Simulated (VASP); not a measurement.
# SiO2 (I4/mmm) in VASP: a series of runs

Runs on SiO2. Level: LDA. Tasks: single point.

Program: VASP 6.6.1. These are calculated values, not measurements. Logs are shortened: lines on timing, memory, paths and dates and some standing lists are left out, and cuts for length are marked.

## 1. The cell of the first run

It takes space group I4/mmm (No. 139, tetragonal). Conventional cell: a = 8.911 Å, b = 8.911 Å, c = 5.215 Å, α = 90.00°, β = 90.00°, γ = 90.00°. Within 2.1 Å of Si (site symmetry m2m) lie 4 O at 1.60 Å. Within 2.1 Å of O (site symmetry 2/m) lie 2 Si at 1.60 Å. O (site symmetry m2m) has 2 Si at 1.60 Å within 2.1 Å.

## 2. Single point, LDA

INCAR

```
ALGO = Normal
EDIFF = 1E-6
ENCUT = 520
GGA = CA
ISIF = 2
ISMEAR = 0
LASPH = T
LCHARG = F
LREAL = F
LWAVE = F
NBANDS = 44
NELM = 100
PREC = Accurate
SIGMA = 0.02
```

KPOINTS

```
k-points
0
Gamma
  6 6 6
```

POSCAR

```
SiO2
1.0
   -4.4553296922      4.4553296922      2.6073622161
    4.4553296922     -4.4553296922      2.6073622161
    4.4553296922      4.4553296922     -2.6073622161
Si O
4 8
Direct
    0.1769371916      0.1769371916      0.3538743832
    0.8230628084      0.1769371916      0.0000000000
    0.1769371916      0.8230628084      0.0000000000
    0.8230628084      0.8230628084      0.6461256168
    0.5000000000      0.5000000000      0.5000000000
    0.0000000000      0.5000000000      0.0000000000
    0.5000000000      0.0000000000      0.0000000000
    0.0000000000      0.0000000000      0.5000000000
    0.0000000000      0.2089418894      0.2089418894
    0.7910581106      0.0000000000      0.7910581106
    0.2089418894      0.0000000000      0.2089418894
    0.0000000000      0.7910581106      0.7910581106
```

Potentials or basis: VASP PAW LDA potentials, release 64 (Si, O).

On the command line:

```bash
cat potpaw_LDA.64/Si/POTCAR potpaw_LDA.64/O/POTCAR > POTCAR
mpirun -np 1 vasp_std > vasp.out
```

OUTCAR:

```text
EDIFF = 1E-6
   ENCUT = 520
   GGA = CA
   ISIF = 2
   ISMEAR = 0
   LASPH = T
   LREAL = F
   NELM = 100
   PREC = Accurate

 ion  position               nearest neighbor table
   1  0.177  0.177  0.354-   8 1.60   5 1.60   9 1.60  11 1.60
   2  0.823  0.177  0.000-   6 1.60   7 1.60   9 1.60  10 1.60
   3  0.177  0.823  0.000-   6 1.60   7 1.60  11 1.60  12 1.60
   4  0.823  0.823  0.646-   8 1.60   5 1.60  10 1.60  12 1.60
   5  0.500  0.500  0.500-   1 1.60   4 1.60
   6  0.000  0.500  0.000-   2 1.60   3 1.60
   7  0.500  0.000  0.000-   2 1.60   3 1.60
   8  0.000  0.000  0.500-   1 1.60   4 1.60
   9  0.000  0.209  0.209-   2 1.60   1 1.60
  10  0.791  0.000  0.791-   2 1.60   4 1.60
  11  0.209  0.000  0.209-   3 1.60   1 1.60
  12  0.000  0.791  0.791-   3 1.60   4 1.60

  LATTYP: Found a body centered tetragonal cell.
 ALAT       =     8.9106593844
 C/A-ratio  =     0.5852231813

  Lattice vectors:

 A1 = (  -4.4553296922,   4.4553296922,   2.6073622161)
 A2 = (   4.4553296922,  -4.4553296922,   2.6073622161)
 A3 = (   4.4553296922,   4.4553296922,  -2.6073622161)

Analysis of symmetry for initial positions (statically):
=====================================================================
 Subroutine PRICEL returns:
 Original cell was already a primitive cell.

 Routine SETGRP: Setting up the symmetry group for a
 body centered tetragonal supercell.

 Subroutine GETGRP returns: Found 16 space group operations
 (whereof 16 operations were pure point group operations)
 out of a pool of 16 trial point group operations.

The static configuration has the point symmetry D_4h.

Analysis of symmetry for dynamics (positions and initial velocities):
=====================================================================
 Subroutine PRICEL returns:
 Original cell was already a primitive cell.

 Routine SETGRP: Setting up the symmetry group for a
 body centered tetragonal supercell.

 Subroutine GETGRP returns: Found 16 space group operations
 (whereof 16 operations were pure point group operations)
 out of a pool of 16 trial point group operations.

The dynamic configuration has the point symmetry D_4h.

 Subroutine INISYM returns: Found 16 space group operations
 (whereof 16 operations are pure point group operations),
 and found     1 'primitive' translations

----------------------------------------------------------------------------------------

                                     Primitive cell

  volume of cell :     207.0242

  direct lattice vectors                    reciprocal lattice vectors
    -4.455329692  4.455329692  2.607362216     0.000000000  0.112225140  0.191764687
     4.455329692 -4.455329692  2.607362216     0.112225140  0.000000000  0.191764687
     4.455329692  4.455329692 -2.607362216     0.112225140  0.112225140  0.000000000

  length of vectors
     6.818963489  6.818963489  6.818963489     0.222189508  0.222189508  0.158710316

  position of ions in fractional coordinates (direct lattice)
     0.176937192  0.176937192  0.353874383
     0.823062808  0.176937192  0.000000000
     0.176937192  0.823062808  0.000000000
     0.823062808  0.823062808  0.646125617
     0.500000000  0.500000000  0.500000000
     1.000000000  0.500000000  0.000000000
     0.500000000  1.000000000  0.000000000
     0.000000000  0.000000000  0.500000000
     0.000000000  0.208941889  0.208941889
     0.791058111  0.000000000  0.791058111
     0.208941889  0.000000000  0.208941889
     0.000000000  0.791058111  0.791058111

  ion indices of the primitive-cell ions
   primitive index   ion index
                 1           1
                 2           2
                 3           3
                 4           4
                 5           5
                 6           6
                 7           7
                 8           8
                 9           9
                10          10
                11          11
                12          12

----------------------------------------------------------------------------------------

 KPOINTS: k-points

Automatic generation of k-mesh.
 Grid dimensions read from file:
 generate k-points for:    6    6    6

 Generating k-lattice:

  Cartesian coordinates                     Fractional coordinates (reciprocal lattice)
     0.000000000  0.018704190  0.031960781     0.166666667 -0.000000000  0.000000000
     0.018704190  0.000000000  0.031960781    -0.000000000  0.166666667  0.000000000
     0.018704190  0.018704190  0.000000000     0.000000000  0.000000000  0.166666667

  Length of vectors
     0.037031585  0.037031585  0.026451719

  Shift w.r.t. Gamma in fractional coordinates (k-lattice)
     0.000000000  0.000000000  0.000000000

 Subroutine IBZKPT returns following result:
 ===========================================

 Found     30 irreducible k-points:

 Following reciprocal coordinates:
            Coordinates               Weight
  0.000000  0.000000  0.000000      1.000000
  0.166667  0.000000 -0.000000      8.000000
  0.333333  0.000000 -0.000000      8.000000
  0.500000 -0.000000  0.000000      4.000000
  0.166667  0.166667 -0.000000      8.000000
  0.333333  0.166667 -0.000000     16.000000
[... 16 lines left out ...]
 -0.333333 -0.333333  0.166667      8.000000
 -0.166667 -0.333333  0.166667      8.000000
 [... further k-points ...]
   k-points           NKPTS =     30   k-points in BZ     NKDIM =     30   number of bands    NBANDS=     44
   number of dos      NEDOS =    301   number of ions     NIONS =     12
   total plane-waves  NPLWV = 157464
   dimension x,y,z NGX =    54 NGY =   54 NGZ =   54
   dimension x,y,z NGXF=   108 NGYF=  108 NGZF=  108
   ions per type =               4   8
   NGX,Y,Z   is equivalent  to a cutoff of  13.17, 13.17, 13.17 a.u.
   NGXF,Y,Z  is equivalent  to a cutoff of  26.33, 26.33, 26.33 a.u.
 SYSTEM =  unknown system
   PREC   = accura    normal or accurate (medium, high low for compatibility)
   ISTART =      0    job   : 0-new  1-cont  2-samecut
   ICHARG =      2    charge: 1-file 2-atom 10-const
   ISPIN  =      1    spin polarized calculation?
   LNONCOLLINEAR =      F non collinear calculations
   LSORBIT =      F    spin-orbit coupling
   LASPH  =      T    aspherical Exc in radial PAW
   ENCUT  =  520.0 eV  38.22 Ry    6.18 a.u.  12.68 12.68 12.68*2*pi/ulx,y,z
   NELM   =    100;   NELMIN=  2; NELMDL= -5     # of ELM steps
   EDIFF  = 0.1E-05   stopping-criterion for ELM
   LREAL  =      F    real-space projection
   EDIFFG = 0.1E-04   stopping-criterion for IOM
   NSW    =      0    number of steps for IOM
   IBRION =     -1    ionic relax: 0-MD 1-quasi-New 2-CG
   NFREE  =      0    steps in history (QN), initial steepest desc. (CG)
   ISIF   =      2    stress and relaxation
   ISYM   =      2    0-nonsym 1-usesym 2-fastsym
   POTIM  = 0.5000    time-step for ionic-motion
   TEBEG  =    0.0;   TEEND  =   0.0 temperature during run
   PSTRESS=    0.0 pullay stress
   NELECT =      64.0000    total number of electrons
   NUPDOWN=      -1.0000    fix difference up-down
   EMIN   =  10.00;   EMAX   =-10.00  energy-range for DOS
   EFERMI =   0.00;   METHOD = LEGACY
   ISMEAR =     0;   SIGMA  =   0.02  broadening in eV -4-tet -1-fermi 0-gaus
   EFERMI_NEDOS =   21; number of points for ismear=-14 and -15
   IALGO  =     38    algorithm
   IMIX   =      4    mixing-type and parameters
     AMIX     =   0.40;   BMIX     =  1.00
     AMIX_MAG =   1.60;   BMIX_MAG =  1.00
  volume/ion in A,a.u.               =      17.25       116.42
  Fermi-wavevector in a.u.,A,eV,Ry     =   1.106949  2.091831 16.671724  1.225337
  Thomas-Fermi vector in A             =   2.243457
   LORBIT       =      0    0 simple, 1 ext, 2 COOP (PROOUT), +10 PAW based schemes
   GGA     = CA    functional components
   LHFCALC =     F    Hartree Fock is set to
   AEXX    =    0.0000 exact exchange contribution
   IVDW    =     0    specifies the selected vdW correction
   LEPSILON=     F    determine dielectric tensor
   LRPA    =     F    only Hartree local field effects (RPA)
 non-spin polarized calculation
 Gauss-broadening in eV      SIGMA  =   0.02
  energy-cutoff  :      520.00
  volume of cell :      207.02
 maximum number of plane-waves:      5605
 NGX is ok and might be reduce to    54
   NGX = 25   NGY = 25   NGZ = 25

 number of electron      64.0000006 magnetization

 Free energy of the ion-electron system (eV)
  ---------------------------------------------------
  ext. energy  EPLUGINS =         0.00000000
  ---------------------------------------------------
  free energy    TOTEN  =      -103.62146298 eV

  energy without entropy =     -103.62146298  energy(sigma->0) =     -103.62146298

 E-fermi :  -1.0832     XC(G=0):  -7.8366

 val. band max:       -1.2583061649   @ k =   0.5000   0.5000   0.5000
 cond. band min:       4.0823049016   @ k =   0.0000   0.0000   0.0000
 fundamental gap:      5.3406110665
 Fermi energy:        -1.0832487863

 k-point     1 :       0.0000    0.0000    0.0000
  band No.  band energies     occupation
      1     -20.5434      2.00000
      2     -19.6364      2.00000
      3     -19.0861      2.00000
      4     -19.0861      2.00000
      5     -18.4429      2.00000
      6     -18.4046      2.00000
[... 36 lines left out ...]
     43       9.7134      0.00000
     44       9.8529      0.00000

 k-point     2 :       0.1667    0.0000   -0.0000
  band No.  band energies     occupation
      1     -20.4735      2.00000
      2     -19.6361      2.00000
      3     -19.1906      2.00000
      4     -19.0835      2.00000
      5     -18.4413      2.00000
      6     -18.4107      2.00000
[... 1026 lines left out ...]
 k-point    24 :      -0.1667   -0.3333    0.1667
  band No.  band energies     occupation
      1     -20.1353      2.00000
      2     -19.6312      2.00000
      3     -19.6299      2.00000
      4     -19.0884      2.00000
      5     -18.4468      2.00000
      6     -18.4145      2.00000
[... 36 lines left out ...]
     43       9.6454      0.00000
     44       9.8108      0.00000

 [... further k-points ...]

------------------------ aborting loop because EDIFF is reached ----------------------------------------

  FORCE on cell =-STRESS in cart. coord.  units (eV):
  Direction    XX          YY          ZZ          XY          YZ          ZX
  --------------------------------------------------------------------------------------
  -------------------------------------------------------------------------------------
  Total        0.5613691      0.5613691      0.5404479      0.0000000      0.0000000      0.0000000
  in kB        4.3444821      4.3444821      4.1825716      0.0000000      0.0000000      0.0000000
  external PRESSURE =       4.2905120 kB  Pullay stress =       0.0000000 kB

 VOLUME and BASIS-vectors are now :
 -----------------------------------------------------------------------------
  energy-cutoff  :      520.00
  volume of cell :      207.02
      direct lattice vectors                 reciprocal lattice vectors
    -4.455329692  4.455329692  2.607362216     0.000000000  0.112225140  0.191764687
     4.455329692 -4.455329692  2.607362216     0.112225140  0.000000000  0.191764687
     4.455329692  4.455329692 -2.607362216     0.112225140  0.112225140  0.000000000

 POSITION                                       TOTAL-FORCE (eV/Angst)
 -----------------------------------------------------------------------------------
      1.57663      1.57663     -0.00000         0.021840      0.021840      0.000000
     -2.87870      2.87870      2.60736         0.021840     -0.021840      0.000000
      2.87870     -2.87870      2.60736        -0.021840      0.021840      0.000000
      2.87870      2.87870      2.60736        -0.021840     -0.021840     -0.000000
      2.22766      2.22766      1.30368        -0.000000     -0.000000      0.000000
      2.22766     -2.22766      1.30368        -0.000000     -0.000000      0.000000
     -2.22766      2.22766      1.30368        -0.000000     -0.000000      0.000000
      2.22766      2.22766     -1.30368        -0.000000     -0.000000      0.000000
      1.86181      0.00000      0.00000         0.003178     -0.000000      0.000000
      0.00000      7.04885      0.00000        -0.000000     -0.003178      0.000000
      0.00000      1.86181      0.00000        -0.000000      0.003178      0.000000
      7.04885      0.00000      0.00000        -0.003178      0.000000      0.000000
 -----------------------------------------------------------------------------------
    total drift:                               -0.000000     -0.000000      0.000000

  FREE ENERGIE OF THE ION-ELECTRON SYSTEM (eV)
  ---------------------------------------------------
  free  energy   TOTEN  =      -103.6214629805 eV

  energy  without entropy=     -103.6214629805  energy(sigma->0) =     -103.62146298
```

It took 9.1 min on 1 thread of Intel Xeon Platinum 8488C (Sapphire Rapids), shared host; peak memory 0.41 GiB.

Results:

| Property | Result |
| --- | --- |
| Free energy | -103.6215 eV |
| Pressure | 0.4 GPa |
| Largest force | 0.031 eV/Å |
| Band gap on the k mesh | 5.34 eV |

Forces on the atoms (eV/Å):
```
Si   0.022  0.022  0.000
Si   0.022 -0.022  0.000
Si  -0.022  0.022  0.000
Si  -0.022 -0.022  0.000
O    0.000  0.000  0.000
O    0.000  0.000  0.000
O    0.000  0.000  0.000
O    0.000  0.000  0.000
O    0.003  0.000  0.000
O    0.000 -0.003  0.000
O    0.000  0.003  0.000
O   -0.003  0.000  0.000
```

Levels at points of the mesh, in eV from the valence-band top:
| k point | band 29 | band 30 | band 31 | band 32 | band 33 | band 34 | band 35 | band 36 |
| --- | --- | --- | --- | --- | --- | --- | --- | --- |
| (0.00, 0.00, 0.00) | -0.86 | -0.69 | -0.02 | 0.00 | 5.34 | 8.22 | 8.44 | 8.91 |
| (0.50, 0.00, 0.00) | -1.14 | -0.80 | -0.60 | -0.25 | 7.58 | 7.60 | 8.54 | 8.88 |
| (0.50, 0.50, 0.00) | -0.47 | -0.39 | -0.39 | -0.25 | 6.46 | 6.88 | 8.55 | 8.75 |
| (0.50, 0.50, 0.50) | -1.05 | -0.18 | 0.00 | 0.00 | 7.44 | 7.60 | 7.60 | 7.96 |

## 3. Single point, LDA

INCAR

```
  ALGO = Normal
  EDIFF = 1E-7
  ENCUT = 520
  ISIF = 2
  ISMEAR = 0
  LASPH = T
  LCHARG = F
  LREAL = F
  LWAVE = F
  NBANDS = 44
  NELM = 80
  PREC = Accurate
  SIGMA = 0.02
```

KPOINTS is that of step 2.

POSCAR is that of step 2.

Potentials or basis: VASP PAW LDA potentials, release 64 (Si, O).

On the command line:

```bash
cat potpaw_LDA.64/Si/POTCAR potpaw_LDA.64/O/POTCAR > POTCAR
mpirun -np 1 vasp_std > vasp.out
```

It took 7.1 min on 1 thread of Intel Xeon Platinum 8488C (Sapphire Rapids), shared host; peak memory 0.41 GiB.

It converged, with:

```
Free energy            : -103.6215 eV
Pressure               : 0.4 GPa
Largest force          : 0.031 eV/Å
Band gap on the k mesh : 5.34 eV
```

Forces on the atoms (eV/Å):
```
Si   0.022  0.022  0.000
Si   0.022 -0.022  0.000
Si  -0.022  0.022  0.000
Si  -0.022 -0.022  0.000
O    0.000  0.000  0.000
O    0.000  0.000  0.000
O    0.000  0.000  0.000
O    0.000  0.000  0.000
O    0.003  0.000  0.000
O    0.000 -0.003  0.000
O    0.000  0.003  0.000
O   -0.003  0.000  0.000
```

Levels at points of the mesh, in eV from the valence-band top:
```csv
k point,band 30,band 31,band 32,band 33,band 34,band 35
"(0.00, 0.00, 0.00)",-0.69,-0.02,0.00,5.34,8.22,8.44
"(0.50, 0.00, 0.00)",-0.80,-0.60,-0.25,7.58,7.60,8.54
"(0.50, 0.50, 0.00)",-0.39,-0.39,-0.25,6.46,6.88,8.55
"(0.50, 0.50, 0.50)",-0.18,0.00,0.00,7.44,7.60,7.60
```

A k mesh can miss the band edges.

## 4. Single point, LDA

This run uses another cell than the first one, of 16.77 Å³/atom.

INCAR

```
PREC = Accurate
ENCUT = 520
EDIFF = 1E-7
ISMEAR = 0
SIGMA = 0.02
LREAL = False
LASPH = True
NELM = 60
ALGO = Normal
ISIF = 2
LWAVE = False
LCHARG = False
NBANDS = 44
```

KPOINTS

```
Automatic mesh
0
Gamma
  6 6 6
```

POSCAR

```
SiO2
1.0
   -4.4030735642      4.4030735642      2.5957159443
    4.4030735642     -4.4030735642      2.5957159443
    4.4030735642      4.4030735642     -2.5957159443
Si O
4 8
Direct
    0.1773342852      0.1773342852      0.3546685704
    0.8226657148      0.1773342852      0.0000000000
    0.1773342852      0.8226657148      0.0000000000
    0.8226657148      0.8226657148      0.6453314296
    0.5000000000      0.5000000000      0.5000000000
    0.0000000000      0.5000000000      0.0000000000
    0.5000000000      0.0000000000      0.0000000000
    0.0000000000      0.0000000000      0.5000000000
    0.0000000000      0.2113492116      0.2113492116
    0.7886507884      0.0000000000      0.7886507884
    0.2113492116      0.0000000000      0.2113492116
    0.0000000000      0.7886507884      0.7886507884
```

On the command line:

```bash
cat potpaw_LDA.64/Si/POTCAR potpaw_LDA.64/O/POTCAR > POTCAR
mpirun -np 1 vasp_std > vasp.out
```

Wall time 10 min (1 thread of Intel Xeon 8259CL, shared host); peak memory 0.38 GiB.

It converged, with:

* Free energy: -103.5301 eV
* Pressure: 4.4 GPa
* Largest force: 0.041 eV/Å
* Band gap on the k mesh: 5.36 eV

Forces on the atoms (eV/Å):
```
Si   0.029  0.029  0.000
Si   0.029 -0.029  0.000
Si  -0.029  0.029  0.000
Si  -0.029 -0.029  0.000
O    0.000  0.000  0.000
O    0.000  0.000  0.000
O    0.000  0.000  0.000
O    0.000  0.000  0.000
O    0.002  0.000  0.000
O    0.000 -0.002  0.000
O    0.000  0.002  0.000
O   -0.002  0.000  0.000
```

Levels at points of the mesh, in eV from the valence-band top:
```
           k point  band 28  band 29  band 30  band 31  band 32  band 33  band 34  band 35  band 36  band 37
(0.00, 0.00, 0.00)    -1.46    -0.96    -0.77    -0.04     0.00     5.36     8.27     8.57     9.10     9.29
(0.50, 0.00, 0.00)    -1.23    -1.18    -0.81    -0.62    -0.31     7.56     7.68     8.57     9.11     9.27
(0.50, 0.50, 0.00)    -0.80    -0.49    -0.46    -0.45    -0.30     6.47     6.93     8.69     8.90     9.55
(0.50, 0.50, 0.50)    -1.11    -1.11    -0.25    -0.02    -0.02     7.41     7.76     7.76     8.00     8.61
```

Caveat: the cell stands under pressure. A k mesh can miss the band edges.

[end of part 1 of 2]
